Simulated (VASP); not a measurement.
# C in VASP: further runs

Runs on C. Level: PBEsol. Tasks: single point.

All numbers are computed with VASP 6.6.1; they aren't measurements. Logs are shortened: lines on timing, memory, paths and dates and some standing lists are left out, and cuts for length are marked.

## 1. The cell of the first run

The cell holds a slab with vacuum, 8 atoms: a = 2.459 Å, b = 2.459 Å, c = 29.759 Å, α = 90.00°, β = 90.00°, γ = 120.00°.

## 2. Single point, PBEsol

Input file INCAR:

```
SYSTEM = C
ALGO = Normal
DIPOL = 0.5 0.5 0.500
EDIFF = 1E-6
ENCUT = 520
GGA = PS
IDIPOL = 3
ISIF = 2
ISMEAR = 0
LASPH = .TRUE.
LCHARG = .FALSE.
LDIPOL = .TRUE.
LREAL = .FALSE.
LWAVE = .FALSE.
NBANDS = 26
NELM = 100
PREC = Accurate
SIGMA = 0.1
```

Input file KPOINTS:

```
k-points
0
G
  15 15 1
  0 0 0
```

Input file POSCAR:

```
C
1.0
    2.4588886711      0.0000000000      0.0000000000
   -1.2294443355      2.1294600542      0.0000000000
    0.0000000000      0.0000000000     29.7592623489
C
8
Direct
    0.0000000000      0.0000000000      0.2520223758
    0.6666666667      0.3333333333      0.2520342838
    0.6666666667      0.3333333333      0.3737428480
    0.3333333333      0.6666666667      0.3737547560
    0.3333333333      0.6666666667      0.6262571520
    0.6666666667      0.3333333333      0.6262452440
    0.3333333333      0.6666666667      0.7479657162
    0.0000000000      0.0000000000      0.7479776242
```

Potentials or basis: VASP PAW PBE potentials, release 64 (C).

Command:

```sh
cat potpaw_PBE.64/C/POTCAR > POTCAR
mpirun -np 1 vasp_std > vasp.out
```

OUTCAR:

```text
SYSTEM = C
   EDIFF = 1E-6
   ENCUT = 520
   GGA = PS
   ISIF = 2
   ISMEAR = 0
   LASPH = .TRUE.
   LREAL = .FALSE.
   NELM = 100
   PREC = Accurate

 ion  position               nearest neighbor table
   1  0.000  0.000  0.252-   2 1.42   2 1.42   2 1.42
   2  0.667  0.333  0.252-   1 1.42   1 1.42   1 1.42
   3  0.667  0.333  0.374-   4 1.42   4 1.42   4 1.42
   4  0.333  0.667  0.374-   3 1.42   3 1.42   3 1.42
   5  0.333  0.667  0.626-   6 1.42   6 1.42   6 1.42
   6  0.667  0.333  0.626-   5 1.42   5 1.42   5 1.42
   7  0.333  0.667  0.748-   8 1.42   8 1.42   8 1.42
   8  0.000  0.000  0.748-   7 1.42   7 1.42   7 1.42

  LATTYP: Found a hexagonal cell.
 ALAT       =     2.4588886711
 C/A-ratio  =    12.1027286427

  Lattice vectors:

 A1 = (   2.4588886711,   0.0000000000,   0.0000000000)
 A2 = (  -1.2294443355,   2.1294600542,   0.0000000000)
 A3 = (   0.0000000000,   0.0000000000,  29.7592623489)

Analysis of symmetry for initial positions (statically):
=====================================================================
 Subroutine PRICEL returns:
 Original cell was already a primitive cell.

 Routine SETGRP: Setting up the symmetry group for a
 hexagonal supercell.

 Subroutine GETGRP returns: Found 12 space group operations
 (whereof 12 operations were pure point group operations)
 out of a pool of 24 trial point group operations.

The static configuration has the point symmetry D_3d.

Analysis of symmetry for dynamics (positions and initial velocities):
=====================================================================
 Subroutine PRICEL returns:
 Original cell was already a primitive cell.

 Routine SETGRP: Setting up the symmetry group for a
 hexagonal supercell.

 Subroutine GETGRP returns: Found 12 space group operations
 (whereof 12 operations were pure point group operations)
 out of a pool of 24 trial point group operations.

The dynamic configuration has the point symmetry D_3d.

 Subroutine INISYM returns: Found 12 space group operations
 (whereof 12 operations are pure point group operations),
 and found     1 'primitive' translations

----------------------------------------------------------------------------------------

                                     Primitive cell

  volume of cell :     155.8226

  direct lattice vectors                    reciprocal lattice vectors
     2.458888671  0.000000000  0.000000000     0.406687790  0.234801305  0.000000000
    -1.229444335  2.129460054  0.000000000     0.000000000  0.469602610  0.000000000
[... 111 lines left out ...]
   EFERMI =   0.00;   METHOD = LEGACY
   ISMEAR =     0;   SIGMA  =   0.10  broadening in eV -4-tet -1-fermi 0-gaus
   EFERMI_NEDOS =   21; number of points for ismear=-14 and -15
   IALGO  =     38    algorithm
   IMIX   =      4    mixing-type and parameters
     AMIX     =   0.40;   BMIX     =  1.00
     AMIX_MAG =   1.60;   BMIX_MAG =  1.00
  volume/ion in A,a.u.               =      19.48       131.44
  Fermi-wavevector in a.u.,A,eV,Ry     =   0.965861  1.825213 12.692706  0.932888
  Thomas-Fermi vector in A             =   2.095614
   LORBIT       =      0    0 simple, 1 ext, 2 COOP (PROOUT), +10 PAW based schemes
   GGA     = PS    functional components
   LHFCALC =     F    Hartree Fock is set to
   AEXX    =    0.0000 exact exchange contribution
   IVDW    =     0    specifies the selected vdW correction
   LEPSILON=     F    determine dielectric tensor
   LRPA    =     F    only Hartree local field effects (RPA)
 non-spin polarized calculation
 Gauss-broadening in eV      SIGMA  =   0.10
  energy-cutoff  :      520.00
  volume of cell :      155.82
 maximum number of plane-waves:      4252
   NGX =  9   NGY =  9   NGZ =111

 dipolmoment           0.000000      0.000000      0.000000 electrons x Angstroem

 number of electron      31.9999991 magnetization

 dipolmoment           0.000000      0.000000     -0.000000 electrons x Angstroem

 Free energy of the ion-electron system (eV)
  ---------------------------------------------------
  ext. energy  EPLUGINS =         0.00000000
  ---------------------------------------------------
  free energy    TOTEN  =       -77.14243656 eV

  energy without entropy =      -77.14041009  energy(sigma->0) =      -77.14142332

 E-fermi :  -0.2575     XC(G=0):  -5.2968

 val. band max:       -0.2575512671   @ k =   0.3333   0.3333   0.0000
 cond. band min:      -0.0388497137   @ k =   0.3333   0.3333   0.0000
 fundamental gap:      0.2187015534
 Fermi energy:        -0.2575101638

 k-point     1 :       0.0000    0.0000    0.0000
  band No.  band energies     occupation
      1     -19.8436      2.00000
      2     -19.8436      2.00000
      3     -19.7607      2.00000
      4     -19.7607      2.00000
      5      -8.2905      2.00000
      6      -8.2901      2.00000
[... 685 lines left out ...]
     25      10.9548      0.00000
     26      10.9926      0.00000

 [... further k-points ...]

------------------------ aborting loop because EDIFF is reached ----------------------------------------

 vacuum level on the upper side and lower side of the slab       (xc-potential included)        -0.174        -0.174

  FORCE on cell =-STRESS in cart. coord.  units (eV):
  Direction    XX          YY          ZZ          XY          YZ          ZX
  --------------------------------------------------------------------------------------
  -------------------------------------------------------------------------------------
  Total        0.4632004      0.4632004     -0.0567005      0.0000000      0.0000000      0.0000000
  in kB        4.7626533      4.7626533     -0.5829979      0.0000000      0.0000000      0.0000000
  external PRESSURE =       2.9807696 kB  Pullay stress =       0.0000000 kB

 VOLUME and BASIS-vectors are now :
 -----------------------------------------------------------------------------
  energy-cutoff  :      520.00
  volume of cell :      155.82
      direct lattice vectors                 reciprocal lattice vectors
     2.458888671  0.000000000  0.000000000     0.406687790  0.234801305  0.000000000
    -1.229444335  2.129460054  0.000000000     0.000000000  0.469602610  0.000000000
     0.000000000  0.000000000 29.759262349     0.000000000  0.000000000  0.033602983

 POSITION                                       TOTAL-FORCE (eV/Angst)
 -----------------------------------------------------------------------------------
      0.00000      0.00000      7.50000         0.000000      0.000000      0.001578
      1.22944      0.70982      7.50035         0.000000      0.000000      0.000566
      1.22944      0.70982     11.12231        -0.000000     -0.000000     -0.000522
     -0.00000      1.41964     11.12267        -0.000000      0.000000     -0.001543
     -0.00000      1.41964     18.63695         0.000000      0.000000      0.000522
      1.22944      0.70982     18.63660        -0.000000     -0.000000      0.001543
     -0.00000      1.41964     22.25891         0.000000     -0.000000     -0.000566
      0.00000      0.00000     22.25926        -0.000000      0.000000     -0.001578
 -----------------------------------------------------------------------------------
    total drift:                                0.000000      0.000000     -0.000000

  FREE ENERGIE OF THE ION-ELECTRON SYSTEM (eV)
  ---------------------------------------------------
  free  energy   TOTEN  =       -77.1424365556 eV

  energy  without entropy=      -77.1404100904  energy(sigma->0) =      -77.14142332

 vacuum level on the upper side and lower side of the slab         3.947         3.947
```

OSZICAR:

```text
N       E                     dE             d eps       ncg     rms          rms(c)
DAV:   1     0.195203832534E+03    0.19520E+03   -0.13977E+04  1404   0.103E+03
DAV:   2    -0.613005247264E+02   -0.25650E+03   -0.23798E+03  1984   0.243E+02
DAV:   3    -0.816836540786E+02   -0.20383E+02   -0.20175E+02  1800   0.708E+01
[... 13 lines left out ...]
DAV:  17    -0.771424174698E+02   -0.27526E-04   -0.85235E-07  1462   0.357E-03    0.105E-03
DAV:  18    -0.771424319453E+02   -0.14475E-04   -0.40794E-07  1190   0.246E-03    0.154E-03
DAV:  19    -0.771424347923E+02   -0.28470E-05   -0.66714E-08  1202   0.111E-03    0.186E-04
DAV:  20    -0.771424361261E+02   -0.13339E-05   -0.20223E-08  1120   0.629E-04    0.274E-04
DAV:  21    -0.771424365556E+02   -0.42949E-06   -0.88958E-09  1204   0.354E-04
   1 F= -.77142437E+02 E0= -.77141423E+02  d E =-.202647E-02
```

stdout:

```text
POSCAR found type information on POSCAR C
 POSCAR found :  1 types and       8 ions
 scaLAPACK will be used
 -----------------------------------------------------------------------------
|                                                                             |
|                                                                             |
|     You enforced a specific xc type in the INCAR file but a different       |
|     I HOPE YOU KNOW WHAT YOU ARE DOING!                                     |
|                                                                             |
 -----------------------------------------------------------------------------

 LDA part: xc-table for (Slater+PW92), standard interpolation
 POSCAR, INCAR and KPOINTS ok, starting setup
 FFT: planning ... GRIDC
 FFT: planning ... GRID_SOFT
 FFT: planning ... GRID
 WAVECAR not read
 entering main loop
```

It took 90 s on 1 thread of Intel Xeon 6975P-C (Granite Rapids), shared host; peak memory 0.28 GiB.

Results:

```
Free energy            : -77.1424 eV
Band gap on the k mesh : zero (filled and empty bands touch)
```

Caveat: the PAW data sets were made with another functional, which shifts forces and pressure a little.

## 3. Single point, PBEsol

Input file INCAR:

```
PREC = Accurate ; ENCUT = 520
EDIFF = 1E-6 ; ISMEAR = 0
SIGMA = 0.1 ; LREAL = F
LASPH = T ; NELM = 100
ALGO = Normal ; ISIF = 2
LWAVE = F ; LCHARG = T
LDIPOL = T ; IDIPOL = 3
DIPOL = 0.5 0.5 0.500 ; GGA = PS
LELF = T ; LVHAR = T
LVACPOTAV = T ; NBANDS = 26
```

Input file KPOINTS:

```
Automatic mesh
0
Gamma
  15 15 1
```

POSCAR is that of step 2.

Potentials or basis: VASP PAW PBE potentials, release 64 (C).

Command:

```sh
cat potpaw_PBE.64/C/POTCAR > POTCAR
mpirun -np 1 vasp_std > vasp.out
```

OUTCAR:

```text
PREC = Accurate
   ENCUT = 520
   EDIFF = 1E-6
   ISMEAR = 0
   LREAL = F
   LASPH = T
   NELM = 100
   ISIF = 2
   GGA = PS

 ion  position               nearest neighbor table
   1  0.000  0.000  0.252-   2 1.42   2 1.42   2 1.42
   2  0.667  0.333  0.252-   1 1.42   1 1.42   1 1.42
   3  0.667  0.333  0.374-   4 1.42   4 1.42   4 1.42
   4  0.333  0.667  0.374-   3 1.42   3 1.42   3 1.42
   5  0.333  0.667  0.626-   6 1.42   6 1.42   6 1.42
   6  0.667  0.333  0.626-   5 1.42   5 1.42   5 1.42
   7  0.333  0.667  0.748-   8 1.42   8 1.42   8 1.42
   8  0.000  0.000  0.748-   7 1.42   7 1.42   7 1.42

  LATTYP: Found a hexagonal cell.
 ALAT       =     2.4588886711
 C/A-ratio  =    12.1027286427

  Lattice vectors:

 A1 = (   2.4588886711,   0.0000000000,   0.0000000000)
 A2 = (  -1.2294443355,   2.1294600542,   0.0000000000)
 A3 = (   0.0000000000,   0.0000000000,  29.7592623489)

Analysis of symmetry for initial positions (statically):
=====================================================================
 Subroutine PRICEL returns:
[... 188 lines left out ...]

 val. band max:       -0.2575512671   @ k =   0.3333   0.3333   0.0000
 cond. band min:      -0.0388497137   @ k =   0.3333   0.3333   0.0000
 fundamental gap:      0.2187015534
 Fermi energy:        -0.2575101638

 k-point     1 :       0.0000    0.0000    0.0000
  band No.  band energies     occupation
      1     -19.8436      2.00000
      2     -19.8436      2.00000
      3     -19.7607      2.00000
      4     -19.7607      2.00000
      5      -8.2905      2.00000
      6      -8.2901      2.00000
[... 685 lines left out ...]
     25      10.9548      0.00000
     26      10.9926      0.00000

 [... further k-points ...]
[... 5 lines left out ...]
  --------------------------------------------------------------------------------------
  -------------------------------------------------------------------------------------
  Total        0.4632004      0.4632004     -0.0567005      0.0000000      0.0000000      0.0000000
  in kB        4.7626533      4.7626533     -0.5829979      0.0000000      0.0000000      0.0000000
  external PRESSURE =       2.9807696 kB  Pullay stress =       0.0000000 kB

 VOLUME and BASIS-vectors are now :
 -----------------------------------------------------------------------------
  energy-cutoff  :      520.00
  volume of cell :      155.82
      direct lattice vectors                 reciprocal lattice vectors
     2.458888671  0.000000000  0.000000000     0.406687790  0.234801305  0.000000000
    -1.229444335  2.129460054  0.000000000     0.000000000  0.469602610  0.000000000
     0.000000000  0.000000000 29.759262349     0.000000000  0.000000000  0.033602983

 POSITION                                       TOTAL-FORCE (eV/Angst)
 -----------------------------------------------------------------------------------
      0.00000      0.00000      7.50000         0.000000      0.000000      0.001578
      1.22944      0.70982      7.50035         0.000000      0.000000      0.000566
      1.22944      0.70982     11.12231        -0.000000     -0.000000     -0.000522
     -0.00000      1.41964     11.12267        -0.000000      0.000000     -0.001543
     -0.00000      1.41964     18.63695         0.000000      0.000000      0.000522
      1.22944      0.70982     18.63660        -0.000000     -0.000000      0.001543
     -0.00000      1.41964     22.25891         0.000000     -0.000000     -0.000566
      0.00000      0.00000     22.25926        -0.000000      0.000000     -0.001578
 -----------------------------------------------------------------------------------
    total drift:                                0.000000      0.000000     -0.000000

  FREE ENERGIE OF THE ION-ELECTRON SYSTEM (eV)
  ---------------------------------------------------
  free  energy   TOTEN  =       -77.1424365556 eV

  energy  without entropy=      -77.1404100904  energy(sigma->0) =      -77.14142332

 vacuum level on the upper side and lower side of the slab         4.058         4.058
```

stdout:

```text
POSCAR found type information on POSCAR C
 POSCAR found :  1 types and       8 ions
 scaLAPACK will be used
 -----------------------------------------------------------------------------
[... 23 lines left out ...]
|     Did not find any points to average over, which means that no vacuum     |
|     field-free region was found. Please increase the size of  your cell     |
|     in the dimension of the dipole correction to obtain accurate            |
|     workfunction values.                                                    |
|                                                                             |
 -----------------------------------------------------------------------------
```

It took 92 s on 1 thread of Intel Xeon 6975P-C (Granite Rapids), shared host; peak memory 0.28 GiB.

What came out:

```
Free energy            : -77.1424 eV
Band gap on the k mesh : zero (filled and empty bands touch)
```

Caveat: the PAW data sets were made with another functional, which shifts forces and pressure a little.
